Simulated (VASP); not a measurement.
# LiCl (Fm-3m) in VASP: a series of runs, part 2 of 2

VASP 6.6.1. Earlier steps stand in the parts before.

## 4. Single point, PBE (volume changed by +5%)

INCAR reads:

```
SYSTEM = LiCl
PREC     = Accurate       ! precision mode
ENCUT    = 520            ! plane-wave cutoff, eV
EDIFF    = 1E-6           ! SCF threshold, eV
ISMEAR   = 0              ! smearing method
SIGMA    = 0.01           ! smearing width, eV
LREAL    = .False.        ! projectors in reciprocal space
LASPH    = .True.         ! aspherical terms in the spheres
NELM     = 80             ! most SCF steps
ALGO     = Normal         ! electronic algorithm
ISIF     = 2              ! what is computed and relaxed
LWAVE    = .False.        ! write WAVECAR
LCHARG   = .False.        ! write CHGCAR
GGA      = PE             ! functional
NBANDS   = 12             ! bands
```

KPOINTS reads:

```
regular mesh
0
Gamma
  4 4 4
  0 0 0
```

POSCAR reads:

```
LiCl
1.0
    0.0000000000      2.5979495079      2.5979495079
    2.5979495079      0.0000000000      2.5979495079
    2.5979495079      2.5979495079      0.0000000000
Li Cl
1 1
Direct
    0.0000000000      0.0000000000      0.0000000000
    0.5000000000      0.5000000000      0.5000000000
```

Potentials or basis: VASP PAW PBE potentials, release 64 (Li_sv, Cl).

Run with:

```console
> cat potpaw_PBE.64/Li_sv/POTCAR potpaw_PBE.64/Cl/POTCAR > POTCAR
> mpirun -np 1 vasp_std > vasp.out
```

OUTCAR:

```text
SYSTEM = LiCl
   PREC = Accurate
   ENCUT = 520
   EDIFF = 1E-6
   ISMEAR = 0
   LREAL = .False.
   LASPH = .True.
   NELM = 80
   ISIF = 2
   GGA = PE

 ion  position               nearest neighbor table
   1  0.000  0.000  0.000-   2 2.60   2 2.60   2 2.60   2 2.60   2 2.60   2 2.60
   2  0.500  0.500  0.500-   1 2.60   1 2.60   1 2.60   1 2.60   1 2.60   1 2.60

  LATTYP: Found a face centered cubic cell.
 ALAT       =     5.1958990158

  Lattice vectors:

 A1 = (   0.0000000000,   2.5979495079,   2.5979495079)
 A2 = (   2.5979495079,   0.0000000000,   2.5979495079)
 A3 = (   2.5979495079,   2.5979495079,   0.0000000000)

Analysis of symmetry for initial positions (statically):
=====================================================================
 Subroutine PRICEL returns:
 Original cell was already a primitive cell.

 Routine SETGRP: Setting up the symmetry group for a
 face centered cubic supercell.

 Subroutine GETGRP returns: Found 48 space group operations
 (whereof 48 operations were pure point group operations)
 out of a pool of 48 trial point group operations.

The static configuration has the point symmetry O_h .

Analysis of symmetry for dynamics (positions and initial velocities):
[... 158 lines left out ...]
      8      12.2035      0.00000
      9      12.2035      0.00000
     10      14.5928      0.00000
     11      14.5929      0.00000
     12      14.5929      0.00000
[... 91 lines left out ...]
 k-point     8 :      -0.2500    0.5000    0.2500
  band No.  band energies     occupation
      1     -43.2980      2.00000
      2     -12.2300      2.00000
      3      -1.6845      2.00000
      4      -1.6845      2.00000
      5      -0.6935      2.00000
      6       9.7079      0.00000
      7      10.3384      0.00000
      8      10.6151      0.00000
      9      10.6151      0.00000
     10      15.9790      0.00000
     11      15.9790      0.00000
     12      18.7622      0.00000

------------------------ aborting loop because EDIFF is reached ----------------------------------------

  FORCE on cell =-STRESS in cart. coord.  units (eV):
  Direction    XX          YY          ZZ          XY          YZ          ZX
  --------------------------------------------------------------------------------------
  -------------------------------------------------------------------------------------
  Total       -0.1751024     -0.1751024     -0.1751024     -0.0000000      0.0000000      0.0000000
  in kB       -7.9998249     -7.9998249     -7.9998249     -0.0000000      0.0000000      0.0000000
  external PRESSURE =      -7.9998249 kB  Pullay stress =       0.0000000 kB

 VOLUME and BASIS-vectors are now :
 -----------------------------------------------------------------------------
  energy-cutoff  :      520.00
  volume of cell :       35.07
      direct lattice vectors                 reciprocal lattice vectors
     0.000000000  2.597949508  2.597949508    -0.192459476  0.192459476  0.192459476
     2.597949508  0.000000000  2.597949508     0.192459476 -0.192459476  0.192459476
     2.597949508  2.597949508  0.000000000     0.192459476  0.192459476 -0.192459476

 POSITION                                       TOTAL-FORCE (eV/Angst)
 -----------------------------------------------------------------------------------
      0.00000      0.00000      0.00000         0.000000     -0.000000      0.000000
      2.59795      2.59795      2.59795        -0.000000      0.000000     -0.000000
 -----------------------------------------------------------------------------------
    total drift:                                0.000000      0.000000      0.000000

  FREE ENERGIE OF THE ION-ELECTRON SYSTEM (eV)
  ---------------------------------------------------
  free  energy   TOTEN  =        -7.3781469988 eV

  energy  without entropy=       -7.3781469988  energy(sigma->0) =       -7.37814700
```

OSZICAR:

```text
N       E                     dE             d eps       ncg     rms          rms(c)
DAV:   1     0.395912933677E+02    0.39591E+02   -0.38826E+03   192   0.744E+02
DAV:   2    -0.482288139905E+01   -0.44414E+02   -0.42206E+02   252   0.143E+02
DAV:   3    -0.738393455373E+01   -0.25611E+01   -0.25537E+01   240   0.341E+01
DAV:   4    -0.744756808656E+01   -0.63634E-01   -0.63613E-01   276   0.565E+00
DAV:   5    -0.744806704826E+01   -0.49896E-03   -0.49896E-03   240   0.427E-01    0.234E+00
DAV:   6    -0.737128225026E+01    0.76785E-01   -0.17539E-01   232   0.189E+00    0.168E+00
DAV:   7    -0.737341788590E+01   -0.21356E-02   -0.51929E-02   272   0.118E+00    0.920E-01
DAV:   8    -0.737811117410E+01   -0.46933E-02   -0.69648E-03   204   0.579E-01    0.145E-01
DAV:   9    -0.737808498126E+01    0.26193E-04   -0.24007E-04   244   0.108E-01    0.535E-02
DAV:  10    -0.737813282871E+01   -0.47847E-04   -0.13344E-04   212   0.779E-02    0.486E-02
DAV:  11    -0.737814536752E+01   -0.12539E-04   -0.12909E-05   252   0.237E-02    0.205E-03
DAV:  12    -0.737814724046E+01   -0.18729E-05   -0.59353E-07   212   0.547E-03    0.406E-03
DAV:  13    -0.737814699878E+01    0.24168E-06   -0.14937E-07   120   0.271E-03
   1 F= -.73781470E+01 E0= -.73781470E+01  d E =-.159169E-17
```

Wall time 14 s (1 thread of AMD EPYC 7R13, shared host); peak memory 0.11 GiB.

What came out:

```yaml
Free_energy: -7.3781 eV
Band_gap_on_the_k_mesh: 6.12 eV, direct
```

Caveat: the k points lie up to 0.52 Å⁻¹ apart; the cutoff is under 1.25 times the usual one of these potentials, so pressure, stress and relaxed cells hold a basis-set (Pulay) error.

## 5. Single point, PBE (volume changed by -10%)

INCAR reads:

```
ALGO     = Normal         # electronic algorithm
EDIFF    = 1E-6           # SCF threshold, eV
ENCUT    = 520            # plane-wave cutoff, eV
GGA      = PE             # functional
ISIF     = 2              # what is computed and relaxed
ISMEAR   = 0              # smearing method
LASPH    = T              # aspherical terms in the spheres
LCHARG   = F              # write CHGCAR
LREAL    = F              # projectors in reciprocal space
LWAVE    = F              # write WAVECAR
NBANDS   = 12             # bands
NELM     = 60             # most SCF steps
PREC     = Accurate       # precision mode
SIGMA    = 0.01           # smearing width, eV
```

KPOINTS reads:

```
k-points
0
Gamma
  4 4 4
```

POSCAR reads:

```
LiCl
1.0
    0.0000000000      2.4678292624      2.4678292624
    2.4678292624      0.0000000000      2.4678292624
    2.4678292624      2.4678292624      0.0000000000
Li Cl
1 1
Direct
    0.0000000000      0.0000000000      0.0000000000
    0.5000000000      0.5000000000      0.5000000000
```

Run with:

```console
> cat potpaw_PBE.64/Li_sv/POTCAR potpaw_PBE.64/Cl/POTCAR > POTCAR
> mpirun -np 1 vasp_std > vasp.out
```

Wall time 12 s (1 thread of AMD EPYC 7R13, shared host); peak memory 0.11 GiB.

The run converged. Its results:

| Property | Result |
| --- | --- |
| Free energy | -7.3159 eV |
| Band gap on the k mesh | 6.87 eV, indirect (least direct gap 7.06 eV) |

Levels at points of the mesh, in eV from the valence-band top:
```tsv
k point	band 1	band 2	band 3	band 4	band 5	band 6	band 7	band 8	band 9	band 10
(0.00, 0.00, 0.00)	-43.37	-13.84	0.00	0.00	0.00	7.06	12.01	12.01	12.01	14.93
(0.50, 0.00, 0.00)	-43.36	-13.10	-3.31	-0.31	-0.31	6.87	9.52	9.52	14.23	17.64
(0.50, 0.50, 0.00)	-43.36	-12.77	-3.46	-1.34	-1.34	8.08	8.13	13.48	15.03	15.03
```

Caveat: the k points lie up to 0.55 Å⁻¹ apart; the cutoff is under 1.25 times the usual one of these potentials, so pressure, stress and relaxed cells hold a basis-set (Pulay) error. A k mesh can miss the band edges.

## 6. Single point, PBE (volume changed by +10%)

INCAR reads:

```
PREC = Accurate
ENCUT = 520
EDIFF = 1E-6
ISMEAR = 0
SIGMA = 0.01
LREAL = F
LASPH = T
NELM = 100
ALGO = Normal
ISIF = 2
LWAVE = F
LCHARG = T
GGA = PE
LELF = T
LVHAR = T
NBANDS = 12
```

KPOINTS reads:

```
regular mesh
0
Gamma
  4 4 4
```

POSCAR reads:

```
LiCl
1.0
    0.0000000000      2.6385490266      2.6385490266
    2.6385490266      0.0000000000      2.6385490266
    2.6385490266      2.6385490266      0.0000000000
Li Cl
1 1
Direct
    0.0000000000      0.0000000000      0.0000000000
    0.5000000000      0.5000000000      0.5000000000
```

Potentials or basis: VASP PAW PBE potentials, release 64 (Li_sv, Cl).

Run with:

```console
> cat potpaw_PBE.64/Li_sv/POTCAR potpaw_PBE.64/Cl/POTCAR > POTCAR
> mpirun -np 1 vasp_std > vasp.out
```

It used 12 s of CPU time on 1 thread of AMD EPYC 7R13 (shared host).

It converged, with:

* Free energy: -7.3642 eV
* Band gap on the k mesh: 5.88 eV, direct

Levels at points of the mesh, in eV from the valence-band top:
| k point | band 2 | band 3 | band 4 | band 5 | band 6 | band 7 | band 8 | band 9 |
| --- | --- | --- | --- | --- | --- | --- | --- | --- |
| (0.00, 0.00, 0.00) | -13.12 | 0.00 | 0.00 | 0.00 | 5.88 | 11.85 | 11.85 | 11.85 |
| (0.50, 0.00, 0.00) | -12.65 | -2.49 | -0.22 | -0.22 | 6.66 | 9.44 | 9.44 | 12.13 |
| (0.50, 0.50, 0.00) | -12.46 | -2.53 | -0.95 | -0.95 | 7.69 | 8.40 | 11.74 | 13.47 |

Caveat: the k points lie up to 0.52 Å⁻¹ apart; the cutoff is under 1.25 times the usual one of these potentials, so pressure, stress and relaxed cells hold a basis-set (Pulay) error.

## 7. Summary

| cell | gap on the mesh (eV) |
| --- | --- |
| a = 3.615 Å, angles 60.0°, 2 atoms | 6.40 |
| a = 3.554 Å, angles 60.0°, 2 atoms | 6.71 |
| a = 3.674 Å, angles 60.0°, 2 atoms | 6.12 |
| a = 3.490 Å, angles 60.0°, 2 atoms | 6.87 |
| a = 3.731 Å, angles 60.0°, 2 atoms | 5.88 |

Alike in all rows: task single point; level PBE; potentials or basis VASP PAW PBE potentials, release 64 (Li_sv, Cl); no spin polarisation; k mesh 4 × 4 × 4; cutoff (eV) 520; smearing gaussian 0.01 eV.

Caveats: all runs use coarse meshes; the cutoff is under 1.25 times the usual one of these potentials, so pressure, stress and relaxed cells hold a basis-set (Pulay) error.

Absolute energies hang on the potentials; compare differences alone.
